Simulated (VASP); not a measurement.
# NbN (I4/mmm) in VASP: a series of runs

Runs on NbN. Level: LDA. Tasks: electric field gradients.

Everything below comes from runs of VASP 6.6.1. Logs are shortened: lines on timing, memory, paths and dates and some standing lists are left out, and cuts for length are marked.

## Step 1: The cell of the first run

Symmetry: I4/mmm, No. 139, tetragonal system. The conventional cell has a = 3.072 Å, b = 3.072 Å, c = 4.389 Å, α = 90.00°, β = 90.00°, γ = 90.00°. Nb (site symmetry 4/mmm) has 6 N at 2.17 to 2.19 Å within 2.9 Å. Within 2.9 Å of N (site symmetry 4/mmm) lie 6 Nb at 2.17 to 2.19 Å.

## Step 2: Electric field gradients, LDA (equal xx and yy strain of -1 %)

File INCAR:

```
PREC     = Accurate       # precision mode
ENCUT    = 520            # plane-wave cutoff, eV
EDIFF    = 1E-8           # SCF threshold, eV
ISMEAR   = -1             # smearing method
SIGMA    = 0.08           # smearing width, eV
LREAL    = F              # projectors in reciprocal space
LASPH    = T              # aspherical terms in the spheres
NELM     = 120            # most SCF steps
ALGO     = Normal         # electronic algorithm
ISIF     = 2              # what is computed and relaxed
LWAVE    = F              # write WAVECAR
LCHARG   = F              # write CHGCAR
LEFG     = T            
NBANDS   = 16             # bands
GGA_COMPAT= F
```

File KPOINTS:

```
Automatic mesh
0
Gamma
  13 13 13
```

File POSCAR:

```
NbN
1.0
    0.0000000000      2.1725550000      2.1945000000
    2.1725550000      0.0000000000      2.1945000000
    2.1725550000      2.1725550000      0.0000000000
Nb N
1 1
Direct
    0.5000000000      0.5000000000      0.5000000000
    0.0000000000      0.0000000000      0.0000000000
```

Potentials or basis: VASP PAW LDA potentials, release 64 (Nb_sv, N).

Launch:

```console
$ cat potpaw_LDA.64/Nb_sv/POTCAR potpaw_LDA.64/N/POTCAR > POTCAR
$ mpirun -np 1 vasp_std > vasp.out
```

OUTCAR:

```text
PREC = Accurate
   ENCUT = 520
   EDIFF = 1E-8
   ISMEAR = -1
   LREAL = F
   LASPH = T
   NELM = 120
   ISIF = 2

 ion  position               nearest neighbor table
   1  0.500  0.500  0.500-   2 2.17   2 2.17   2 2.17   2 2.17   2 2.19   2 2.19
   2  0.000  0.000  0.000-   1 2.17   1 2.17   1 2.17   1 2.17   1 2.19   1 2.19

  LATTYP: Found a body centered tetragonal cell.
 ALAT       =     3.0724567460
 C/A-ratio  =     1.4284985479

  Lattice vectors:

 A1 = (  -2.1725550000,   0.0000000000,   2.1945000000)
 A2 = (   2.1725550000,   0.0000000000,   2.1945000000)
 A3 = (   0.0000000000,   2.1725550000,  -2.1945000000)

Analysis of symmetry for initial positions (statically):
=====================================================================
 Subroutine PRICEL returns:
 Original cell was already a primitive cell.

 Routine SETGRP: Setting up the symmetry group for a
 body centered tetragonal supercell.

 Subroutine GETGRP returns: Found 16 space group operations
 (whereof 16 operations were pure point group operations)
 out of a pool of 16 trial point group operations.

The static configuration has the point symmetry D_4h.

Analysis of symmetry for dynamics (positions and initial velocities):
=====================================================================
 Subroutine PRICEL returns:
 Original cell was already a primitive cell.

 Routine SETGRP: Setting up the symmetry group for a
 body centered tetragonal supercell.

 Subroutine GETGRP returns: Found 16 space group operations
 (whereof 16 operations were pure point group operations)
 out of a pool of 16 trial point group operations.

The dynamic configuration has the point symmetry D_4h.

 Subroutine INISYM returns: Found 16 space group operations
 (whereof 16 operations are pure point group operations),
 and found     1 'primitive' translations

----------------------------------------------------------------------------------------

                                     Primitive cell

  volume of cell :      20.7161

  direct lattice vectors                    reciprocal lattice vectors
     0.000000000  2.172555000  2.194500000    -0.230143771  0.230143771  0.227842333
     2.172555000  0.000000000  2.194500000     0.230143771 -0.230143771  0.227842333
[... 116 lines left out ...]
 non-spin polarized calculation
  energy-cutoff  :      520.00
  volume of cell :       20.72
 maximum number of plane-waves:       572
   NGX = 11   NGY = 11   NGZ = 11

 number of electron      18.0000002 magnetization

 Free energy of the ion-electron system (eV)
  ---------------------------------------------------
  ext. energy  EPLUGINS =         0.00000000
  ---------------------------------------------------
  free energy    TOTEN  =       -22.85361350 eV

  energy without entropy =      -22.83660079  energy(sigma->0) =      -22.84510714

 E-fermi :  14.1748     XC(G=0): -13.7645

 val. band max:       14.1430825868   @ k =  -0.3077  -0.0000   0.0769
 cond. band min:      14.1857745000   @ k =  -0.3077   0.0769   0.0000
 fundamental gap:      0.0426919132
 Fermi energy:        14.1747527564

 k-point     1 :       0.0000    0.0000    0.0000
  band No.  band energies     occupation
      1     -41.8941      2.00000
      2     -17.6852      2.00000
      3     -17.6851      2.00000
      4     -17.6846      2.00000
      5      -3.3801      2.00000
      6      10.7417      2.00000
[... 433 lines left out ...]
      3     -17.9174      2.00000
      4     -17.8440      2.00000
      5      -1.2847      2.00000
      6       5.7641      2.00000
[... 8 lines left out ...]
     15      26.4734      0.00000
     16      27.8389      0.00000

 [... further k-points ...]
[... 5 lines left out ...]
  --------------------------------------------------------------------------------------
  -------------------------------------------------------------------------------------
  Total        0.1762074      0.1762074     -0.6876900      0.0000000     -0.0000000     -0.0000000
  in kB       13.6278556     13.6278556    -53.1858595      0.0000000     -0.0000000     -0.0000000
  external PRESSURE =      -8.6433828 kB  Pullay stress =       0.0000000 kB

 VOLUME and BASIS-vectors are now :
 -----------------------------------------------------------------------------
  energy-cutoff  :      520.00
  volume of cell :       20.72
      direct lattice vectors                 reciprocal lattice vectors
     0.000000000  2.172555000  2.194500000    -0.230143771  0.230143771  0.227842333
     2.172555000  0.000000000  2.194500000     0.230143771 -0.230143771  0.227842333
     2.172555000  2.172555000  0.000000000     0.230143771  0.230143771 -0.227842333

 POSITION                                       TOTAL-FORCE (eV/Angst)
 -----------------------------------------------------------------------------------
      2.17256      2.17256      2.19450         0.000000     -0.000000      0.000000
      0.00000      0.00000      0.00000        -0.000000      0.000000      0.000000
 -----------------------------------------------------------------------------------
    total drift:                                0.000000     -0.000000      0.000000

  FREE ENERGIE OF THE ION-ELECTRON SYSTEM (eV)
  ---------------------------------------------------
  free  energy   TOTEN  =       -22.8536134961 eV

  energy  without entropy=      -22.8366007916  energy(sigma->0) =      -22.84510714

 Electric field gradients (V/A^2)
---------------------------------------------------------------------
 ion       V_xx      V_yy      V_zz      V_xy      V_xz      V_yz
---------------------------------------------------------------------
   1      -9.928    -9.928    19.857     0.000     0.000     0.000
   2      -1.860    -1.860     3.720    -0.001    -0.000    -0.000
---------------------------------------------------------------------

 Electric field gradients after diagonalization (V/A^2)
 (convention: |V_zz| > |V_xx| > |V_yy|)
----------------------------------------------------------------------
 ion       V_xx      V_yy      V_zz     asymmetry (V_yy - V_xx)/ V_zz
----------------------------------------------------------------------
   1      -9.929    -9.928    19.857       0.000
   2      -1.860    -1.859     3.720       0.000
----------------------------------------------------------------------

           NMR quadrupolar parameters

 Cq : quadrupolar parameter    Cq=e*Q*V_zz/h
 eta: asymmetry parameters     (V_yy - V_xx)/ V_zz
 Q  : nuclear electric quadrupole moment in mb (millibarn)
----------------------------------------------------------------------
 ion       Cq(MHz)       eta       Q (mb)
----------------------------------------------------------------------
   1       0.048       0.000       1.000
   2       0.009       0.000       1.000
----------------------------------------------------------------------
```

OSZICAR:

```text
N       E                     dE             d eps       ncg     rms          rms(c)
DAV:   1     0.155365109928E+03    0.15537E+03   -0.10064E+04  6288   0.120E+03
DAV:   2    -0.165445865028E+02   -0.17191E+03   -0.16402E+03  7584   0.415E+02
DAV:   3    -0.261605116946E+02   -0.96159E+01   -0.94554E+01 11496   0.811E+01
DAV:   4    -0.262804290136E+02   -0.11992E+00   -0.11960E+00  7296   0.773E+00
DAV:   5    -0.262830243004E+02   -0.25953E-02   -0.25951E-02  9456   0.130E+00    0.130E+01
DAV:   6    -0.230609731877E+02    0.32221E+01   -0.91123E+00  9752   0.322E+01    0.482E+00
DAV:   7    -0.228823010810E+02    0.17867E+00   -0.59446E-01  8608   0.770E+00    0.284E+00
DAV:   8    -0.228587920120E+02    0.23509E-01   -0.16671E-01  9848   0.392E+00    0.966E-01
DAV:   9    -0.228539508632E+02    0.48411E-02   -0.23543E-02  9248   0.175E+00    0.435E-01
DAV:  10    -0.228536803579E+02    0.27051E-03   -0.19406E-03  8672   0.501E-01    0.101E-01
DAV:  11    -0.228536152821E+02    0.65076E-04   -0.14891E-04  8200   0.121E-01    0.319E-02
DAV:  12    -0.228536135834E+02    0.16987E-05   -0.93581E-06  8104   0.281E-02    0.614E-03
DAV:  13    -0.228536134938E+02    0.89646E-07   -0.11698E-06  9552   0.127E-02    0.250E-03
DAV:  14    -0.228536134967E+02   -0.29486E-08   -0.10252E-07  8016   0.372E-03    0.497E-04
DAV:  15    -0.228536134961E+02    0.67689E-09   -0.90295E-09  5680   0.152E-03
   1 F= -.22853613E+02 E0= -.22845107E+02  d E =-.170127E-01
```

It took 44 s on 1 thread of Intel Xeon 6975P-C, shared host; peak memory 0.18 GiB.

Results:

```yaml
Free_energy: -22.8536 eV
Pressure: -0.9 GPa
Band_gap_on_the_k_mesh: zero (band 9 reaches 15.61 eV, above the bottom of band 10 at 12.11 eV)
```

Electric field gradients, principal values (V/Å²):
| atom | least | middle | greatest (by size) |
| --- | --- | --- | --- |
| 1 Nb | -9.928 | -9.929 | 19.857 |
| 2 N | -1.859 | -1.860 | 3.720 |

Caveat: the cell differs from its parent crystal (equal xx and yy strain of -1 %); without QUAD_EFG the Cq values of the log hold for a quadrupole moment of 1 mb, not for the nuclei.

(Part 1 of 2 ends here.)
